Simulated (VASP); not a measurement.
# InAs (F-43m) in VASP: a series of runs

The runs below take InAs through density of states, with PBE.

Program: VASP 6.6.1. These are calculated values, not measurements. Logs are shortened: lines on timing, memory, paths and dates and some standing lists are left out, and cuts for length are marked.

### Step 1. The cell of the first run

It takes space group F-43m (No. 216, cubic). Conventional cell: a = 6.186 Å, b = 6.186 Å, c = 6.186 Å, α = 90.00°, β = 90.00°, γ = 90.00°. In (site symmetry -43m) has 4 As at 2.68 Å within 3.5 Å. Within 3.5 Å of As (site symmetry -43m) lie 4 In at 2.68 Å.

### Step 2. Density of states, PBE

File POSCAR:

```
InAs
1.0
    0.0000000000      3.0931634716      3.0931634716
    3.0931634716      0.0000000000      3.0931634716
    3.0931634716      3.0931634716      0.0000000000
In As
1 1
Direct
    0.0000000000      0.0000000000      0.0000000000
    0.2500000000      0.2500000000      0.2500000000
```

File INCAR.step1:

```
SYSTEM = InAs
PREC = Accurate ; ENCUT = 520
EDIFF = 1E-6 ; ISMEAR = 0
SIGMA = 0.1 ; LREAL = .False.
LASPH = .True. ; NELM = 80
ALGO = Normal ; ISIF = 2
LWAVE = .False. ; LCHARG = .True.
GGA = PE ; NBANDS = 16
```

File KPOINTS.step1:

```
Automatic mesh
0
Gamma
  12 12 12
  0 0 0
```

File INCAR.step2:

```
SYSTEM = InAs
PREC = Accurate ; ENCUT = 520
EDIFF = 1E-6 ; ISMEAR = -5
SIGMA = 0.1 ; LREAL = .False.
LASPH = .True. ; NELM = 80
ALGO = Normal ; ISIF = 2
LWAVE = .False. ; LCHARG = .False.
GGA = PE ; LORBIT = 10
NBANDS = 16 ; NEDOS = 1001
ICHARG = 11
```

File KPOINTS.step2:

```
Automatic mesh
0
Gamma
  18 18 18
  0 0 0
```

Potentials or basis: VASP PAW PBE potentials, release 64 (In_d, As).

Started as:

```
> cat potpaw_PBE.64/In_d/POTCAR potpaw_PBE.64/As/POTCAR > POTCAR
> cp INCAR.step1 INCAR
> cp KPOINTS.step1 KPOINTS
> mpirun -np 1 vasp_std > vasp.out
> cp INCAR.step2 INCAR
> cp KPOINTS.step2 KPOINTS
> mpirun -np 1 vasp_std > vasp.out
```

OUTCAR:

```text
SYSTEM = InAs
   PREC = Accurate
   ENCUT = 520
   EDIFF = 1E-6
   ISMEAR = -5
   LREAL = .False.
   LASPH = .True.
   NELM = 80
   ISIF = 2
   GGA = PE
   LORBIT = 10
   ICHARG = 11

 ion  position               nearest neighbor table
   1  0.000  0.000  0.000-   2 2.68   2 2.68   2 2.68   2 2.68
   2  0.250  0.250  0.250-   1 2.68   1 2.68   1 2.68   1 2.68

  LATTYP: Found a face centered cubic cell.
 ALAT       =     6.1863269432

  Lattice vectors:

 A1 = (   0.0000000000,   3.0931634716,   3.0931634716)
 A2 = (   3.0931634716,   0.0000000000,   3.0931634716)
 A3 = (   3.0931634716,   3.0931634716,   0.0000000000)

Analysis of symmetry for initial positions (statically):
=====================================================================
 Subroutine PRICEL returns:
 Original cell was already a primitive cell.

 Routine SETGRP: Setting up the symmetry group for a
 face centered cubic supercell.

 Subroutine GETGRP returns: Found 24 space group operations
 (whereof 24 operations were pure point group operations)
 out of a pool of 48 trial point group operations.

The static configuration has the point symmetry T_d .

Analysis of symmetry for dynamics (positions and initial velocities):
=====================================================================
 Subroutine PRICEL returns:
 Original cell was already a primitive cell.

 Routine SETGRP: Setting up the symmetry group for a
 face centered cubic supercell.

 Subroutine GETGRP returns: Found 24 space group operations
 (whereof 24 operations were pure point group operations)
 out of a pool of 48 trial point group operations.

The dynamic configuration has the point symmetry T_d .

 Subroutine INISYM returns: Found 24 space group operations
 (whereof 24 operations are pure point group operations),
 and found     1 'primitive' translations

----------------------------------------------------------------------------------------

                                     Primitive cell

  volume of cell :      59.1887

  direct lattice vectors                    reciprocal lattice vectors
     0.000000000  3.093163472  3.093163472    -0.161646807  0.161646807  0.161646807
     3.093163472  0.000000000  3.093163472     0.161646807 -0.161646807  0.161646807
     3.093163472  3.093163472  0.000000000     0.161646807  0.161646807 -0.161646807

  length of vectors
     4.374393732  4.374393732  4.374393732     0.279980483  0.279980483  0.279980483

  position of ions in fractional coordinates (direct lattice)
     0.000000000  0.000000000  0.000000000
     0.250000000  0.250000000  0.250000000

  ion indices of the primitive-cell ions
   primitive index   ion index
                 1           1
                 2           2

----------------------------------------------------------------------------------------

 KPOINTS: Automatic mesh

Automatic generation of k-mesh.
 Grid dimensions read from file:
 generate k-points for:   18   18   18

 Generating k-lattice:

  Cartesian coordinates                     Fractional coordinates (reciprocal lattice)
    -0.008980378  0.008980378  0.008980378     0.055555556  0.000000000  0.000000000
     0.008980378 -0.008980378  0.008980378     0.000000000  0.055555556  0.000000000
     0.008980378  0.008980378 -0.008980378     0.000000000  0.000000000  0.055555556

  Length of vectors
     0.015554471  0.015554471  0.015554471

  Shift w.r.t. Gamma in fractional coordinates (k-lattice)
     0.000000000  0.000000000  0.000000000

 TETIRR: Found    806 inequivalent tetrahedra from    34992

 Subroutine IBZKPT returns following result:
 ===========================================

 Found    195 irreducible k-points:

 Following reciprocal coordinates:
            Coordinates               Weight
  0.000000  0.000000  0.000000      1.000000
  0.055556  0.000000  0.000000      8.000000
  0.111111  0.000000  0.000000      8.000000
  0.166667  0.000000  0.000000      8.000000
  0.222222  0.000000  0.000000      8.000000
  0.277778  0.000000  0.000000      8.000000
[... 16 lines left out ...]
 -0.277778  0.055556  0.000000     24.000000
 -0.222222  0.055556  0.000000     24.000000
 [... further k-points ...]
   k-points           NKPTS =    195   k-points in BZ     NKDIM =    195   number of bands    NBANDS=     16
   number of dos      NEDOS =   1001   number of ions     NIONS =      2
   total plane-waves  NPLWV =  46656
   dimension x,y,z NGX =    36 NGY =   36 NGZ =   36
   dimension x,y,z NGXF=    72 NGYF=   72 NGZF=   72
   ions per type =               1   1
   NGX,Y,Z   is equivalent  to a cutoff of  13.68, 13.68, 13.68 a.u.
   NGXF,Y,Z  is equivalent  to a cutoff of  27.36, 27.36, 27.36 a.u.
 SYSTEM =  InAs
   PREC   = accura    normal or accurate (medium, high low for compatibility)
   ISTART =      0    job   : 0-new  1-cont  2-samecut
   ICHARG =     11    charge: 1-file 2-atom 10-const
   ISPIN  =      1    spin polarized calculation?
   LNONCOLLINEAR =      F non collinear calculations
   LSORBIT =      F    spin-orbit coupling
   LASPH  =      T    aspherical Exc in radial PAW
   ENCUT  =  520.0 eV  38.22 Ry    6.18 a.u.   8.13  8.13  8.13*2*pi/ulx,y,z
   NELM   =     80;   NELMIN=  2; NELMDL=  0     # of ELM steps
   EDIFF  = 0.1E-05   stopping-criterion for ELM
   LREAL  =      F    real-space projection
   EDIFFG = 0.1E-04   stopping-criterion for IOM
   NSW    =      0    number of steps for IOM
   IBRION =     -1    ionic relax: 0-MD 1-quasi-New 2-CG
   NFREE  =      0    steps in history (QN), initial steepest desc. (CG)
   ISIF   =      2    stress and relaxation
   ISYM   =      2    0-nonsym 1-usesym 2-fastsym
   POTIM  = 0.5000    time-step for ionic-motion
   TEBEG  =    0.0;   TEEND  =   0.0 temperature during run
   PSTRESS=    0.0 pullay stress
   NELECT =      18.0000    total number of electrons
   NUPDOWN=      -1.0000    fix difference up-down
   EMIN   =  10.00;   EMAX   =-10.00  energy-range for DOS
   EFERMI =   0.00;   METHOD = LEGACY
   ISMEAR =    -5;   SIGMA  =   0.10  broadening in eV -4-tet -1-fermi 0-gaus
   EFERMI_NEDOS =   21; number of points for ismear=-14 and -15
   IALGO  =     38    algorithm
   IMIX   =      4    mixing-type and parameters
     AMIX     =   0.40;   BMIX     =  1.00
     AMIX_MAG =   1.60;   BMIX_MAG =  1.00
  volume/ion in A,a.u.               =      29.59       199.71
  Fermi-wavevector in a.u.,A,eV,Ry     =   1.100912  2.080423 16.490374  1.212008
  Thomas-Fermi vector in A             =   2.237331
   LORBIT       =     10    0 simple, 1 ext, 2 COOP (PROOUT), +10 PAW based schemes
   GGA     = PE    functional components
   LHFCALC =     F    Hartree Fock is set to
   AEXX    =    0.0000 exact exchange contribution
   IVDW    =     0    specifies the selected vdW correction
   LEPSILON=     F    determine dielectric tensor
   LRPA    =     F    only Hartree local field effects (RPA)
 non-spin polarized calculation
 Fermi weights with tetrahedron method with Bloechl corrections
  energy-cutoff  :      520.00
  volume of cell :       59.19
 maximum number of plane-waves:      1639
 NGX is ok and might be reduce to    36

 number of electron      17.9999997 magnetization

 Free energy of the ion-electron system (eV)
  ---------------------------------------------------
  ext. energy  EPLUGINS =         0.00000000
  ---------------------------------------------------
  free energy    TOTEN  =        -7.71985143 eV

  energy without entropy =       -7.71985143  energy(sigma->0) =       -7.71985143

 E-fermi :   3.8421     XC(G=0):  -8.7966

 val. band max:        3.8417459632   @ k =   0.0000   0.0000   0.0000
 cond. band min:       3.8417460917   @ k =   0.0000   0.0000   0.0000
 fundamental gap:      0.0000001285
 Fermi energy:         3.8420752353

 k-point     1 :       0.0000    0.0000    0.0000
  band No.  band energies     occupation
      1     -10.4262      2.00000
      2     -10.4262      2.00000
      3     -10.4262      2.00000
      4     -10.3248      2.00000
      5     -10.3248      2.00000
      6      -7.6002      2.00000
[... 8 lines left out ...]
     15      13.3469      0.00000
     16      13.3469      0.00000

 k-point     2 :       0.0556    0.0000    0.0000
  band No.  band energies     occupation
      1     -10.4292      2.00000
      2     -10.4252      2.00000
      3     -10.4252      2.00000
      4     -10.3248      2.00000
      5     -10.3248      2.00000
      6      -7.5717      2.00000
[... 8 lines left out ...]
     15      13.0424      0.00000
     16      13.0424      0.00000

 k-point     3 :       0.1111    0.0000    0.0000
  band No.  band energies     occupation
      1     -10.4379      2.00000
      2     -10.4225      2.00000
      3     -10.4225      2.00000
      4     -10.3248      2.00000
      5     -10.3248      2.00000
      6      -7.4875      2.00000
[... 8 lines left out ...]
     15      12.6317      0.00000
     16      12.6317      0.00000

 k-point     4 :       0.1667    0.0000    0.0000
  band No.  band energies     occupation
      1     -10.4508      2.00000
      2     -10.4185      2.00000
      3     -10.4185      2.00000
      4     -10.3246      2.00000
      5     -10.3246      2.00000
      6      -7.3519      2.00000
[... 8 lines left out ...]
     15      12.3507      0.00000
     16      12.3507      0.00000

 k-point     5 :       0.2222    0.0000    0.0000
  band No.  band energies     occupation
      1     -10.4664      2.00000
      2     -10.4139      2.00000
      3     -10.4139      2.00000
      4     -10.3242      2.00000
      5     -10.3242      2.00000
      6      -7.1729      2.00000
[... 8 lines left out ...]
     15      12.2640      0.00000
     16      12.2640      0.00000

 k-point     6 :       0.2778    0.0000    0.0000
  band No.  band energies     occupation
      1     -10.4824      2.00000
      2     -10.4095      2.00000
      3     -10.4095      2.00000
      4     -10.3231      2.00000
      5     -10.3231      2.00000
      6      -6.9628      2.00000
[... 8 lines left out ...]
     15      12.4066      0.00000
     16      12.4066      0.00000
[... 267 lines left out ...]
 k-point    21 :      -0.3889    0.0556    0.0000
  band No.  band energies     occupation
      1     -10.5129      2.00000
      2     -10.4019      2.00000
      3     -10.4015      2.00000
      4     -10.3210      2.00000
      5     -10.3191      2.00000
      6      -6.4607      2.00000
[... 8 lines left out ...]
     15      13.1307      0.00000
     16      14.0396      0.00000

 k-point    22 :      -0.3333    0.0556    0.0000
  band No.  band energies     occupation
      1     -10.5028      2.00000
      2     -10.4045      2.00000
      3     -10.4033      2.00000
      4     -10.3230      2.00000
      5     -10.3200      2.00000
      6      -6.6498      2.00000
[... 8 lines left out ...]
     15      12.5375      0.00000
     16      13.4923      0.00000

 k-point    23 :      -0.2778    0.0556    0.0000
  band No.  band energies     occupation
      1     -10.4893      2.00000
      2     -10.4082      2.00000
      3     -10.4062      2.00000
      4     -10.3247      2.00000
      5     -10.3212      2.00000
      6      -6.8679      2.00000
[... 8 lines left out ...]
     15      12.1163      0.00000
     16      13.0547      0.00000

 k-point    24 :      -0.2222    0.0556    0.0000
  band No.  band energies     occupation
      1     -10.4740      2.00000
      2     -10.4126      2.00000
      3     -10.4101      2.00000
      4     -10.3258      2.00000
      5     -10.3223      2.00000
      6      -7.0831      2.00000
[... 8 lines left out ...]
     15      12.1645      0.00000
     16      12.8463      0.00000

 [... further k-points ...]

------------------------ aborting loop because EDIFF is reached ----------------------------------------

  FORCE on cell =-STRESS in cart. coord.  units (eV):
  Direction    XX          YY          ZZ          XY          YZ          ZX
  --------------------------------------------------------------------------------------
  -------------------------------------------------------------------------------------
  Total        0.0234162      0.0234162      0.0234162     -0.0000000      0.0000000      0.0000000
  in kB        0.6338528      0.6338528      0.6338528     -0.0000000      0.0000000      0.0000000
  external PRESSURE =       0.6338528 kB  Pullay stress =       0.0000000 kB

 VOLUME and BASIS-vectors are now :
 -----------------------------------------------------------------------------
  energy-cutoff  :      520.00
  volume of cell :       59.19
      direct lattice vectors                 reciprocal lattice vectors
     0.000000000  3.093163472  3.093163472    -0.161646807  0.161646807  0.161646807
     3.093163472  0.000000000  3.093163472     0.161646807 -0.161646807  0.161646807
     3.093163472  3.093163472  0.000000000     0.161646807  0.161646807 -0.161646807

 POSITION                                       TOTAL-FORCE (eV/Angst)
 -----------------------------------------------------------------------------------
      0.00000      0.00000      0.00000        -0.000000     -0.000000     -0.000000
      1.54658      1.54658      1.54658         0.000000      0.000000      0.000000
 -----------------------------------------------------------------------------------
    total drift:                               -0.000000     -0.000000     -0.000000

  FREE ENERGIE OF THE ION-ELECTRON SYSTEM (eV)
  ---------------------------------------------------
  free  energy   TOTEN  =        -7.7198514266 eV

  energy  without entropy=       -7.7198514266  energy(sigma->0) =       -7.71985143

 total charge

# of ion       s       p       d       tot
------------------------------------------
    1        0.850   0.670   9.880  11.400
    2        1.226   1.526   0.019   2.770
--------------------------------------------------
tot          2.076   2.196   9.899  14.171
```

It took 4.4 min on 1 thread of Intel Xeon Platinum 8488C (Sapphire Rapids), shared host; peak memory 0.34 GiB.

What came out:

| Property | Result |
| --- | --- |
| Valence electrons inside the program's atomic spheres | In 11.40; As 2.77 |

Caveat: spin-orbit coupling is left out, which moves the levels of the heavy elements; tetrahedron occupations give inexact forces and stress in metals.

(Continued in part 2 of 2.)
